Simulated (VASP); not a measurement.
A run of VASP 6.6.1 is set up as follows.

Contents of INCAR:

```
SYSTEM = K
PREC = Accurate
ENCUT = 520
EDIFF = 1E-6
ISMEAR = -1
SIGMA = 0.05
LREAL = .False.
LASPH = .True.
NELM = 60
ALGO = Normal
ISIF = 2
LWAVE = .False.
LCHARG = .False.
GGA = PE
NBANDS = 16
```

File KPOINTS:

```
regular mesh
0
Gamma
  10 10 5
  0 0 0
```

File POSCAR:

```
K
1.0
    4.5913297264      0.0000000000      0.0000000000
   -2.2956648632      3.9762081802      0.0000000000
    0.0000000000      0.0000000000      7.4906127846
K
2
Direct
    0.3333333333      0.6666666667      0.2500000000
    0.6666666667      0.3333333333      0.7500000000
```

Potentials or basis: VASP PAW PBE potentials, release 64 (K_sv).

Launch:

```console
$ cat potpaw_PBE.64/K_sv/POTCAR > POTCAR
$ mpirun -np 1 vasp_std > vasp.out
```

Problem. Predict the band gap on the k mesh.

Solution. Zero (band 9 reaches 0.81 eV, above the bottom of band 10 at -1.14 eV).

Problem. Estimate the pressure.

Solution. 0.3 GPa.
